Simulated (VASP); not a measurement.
Write the native input for VASP 6.6.1 that does the following.

```yaml
Task: single point
Functional: PBE
Potentials_or_basis: VASP PAW PBE potentials, release 64 (Al, Ga_d, As)
Cutoff: 520 eV
k_mesh: 4 × 2 × 2
Occupations: gaussian, width 0.1 eV
Spin: no spin polarisation
Dipole_correction: no
Further_INCAR_settings: ALGO = Normal; EDIFF = 1e-06; NBANDS = 31
```

The structure of Al3GaAs4 lies in POSCAR:

```
Al3GaAs4
1.0
   -4.0809614306     -0.0007949856      0.0004581593
   -0.0008251472      0.0001474882     -5.6623759261
   -0.0016052987     -8.1551552032      0.0000450276
Al Ga As
3 1 4
Direct
   -0.0001023576      0.9999958722     -0.0000467167
    0.4998790971      0.4999673778      0.7502974310
    0.5001857644      0.4999279594      0.2497893381
    0.0000368448     -0.0003120708      0.4999478215
    0.0001860865      0.2511975716      0.2493282561
    0.4999131896      0.7501617005      0.0000282059
   -0.0001385763      0.2511893043      0.7506226115
    0.5000399517      0.7478712850      0.5000330527
```

One way to write it, as run:

INCAR

```
PREC     = Accurate       # precision mode
ENCUT    = 520            # plane-wave cutoff, eV
EDIFF    = 1E-6           # SCF threshold, eV
ISMEAR   = 0              # smearing method
SIGMA    = 0.1            # smearing width, eV
LREAL    = F              # projectors in reciprocal space
LASPH    = T              # aspherical terms in the spheres
NELM     = 100            # most SCF steps
ALGO     = Normal         # electronic algorithm
ISIF     = 2              # what is computed and relaxed
LWAVE    = F              # write WAVECAR
LCHARG   = T              # write CHGCAR
GGA      = PE             # functional
LELF     = T              # ELF
LVHAR    = T            
NBANDS   = 31             # bands
```

KPOINTS

```
Automatic mesh
0
Gamma
  4 2 2
```

Potentials or basis: VASP PAW PBE potentials, release 64 (Al, Ga_d, As).

Run with:

```bash
$ cat potpaw_PBE.64/Al/POTCAR potpaw_PBE.64/Ga_d/POTCAR potpaw_PBE.64/As/POTCAR > POTCAR
$ mpirun -np 1 vasp_std > vasp.out
```

It gave:

```yaml
Pressure: 0.2 GPa
Largest_force: 0.008 eV/Å
Band_gap_on_the_k_mesh: 1.25 eV, direct
```

Caveat: the k points lie up to 0.55 Å⁻¹ apart.

It took 38 s on 1 thread of AMD EPYC 9R45 96-Core Processor (Zen 5) (shared host), peak memory 0.26 GiB.
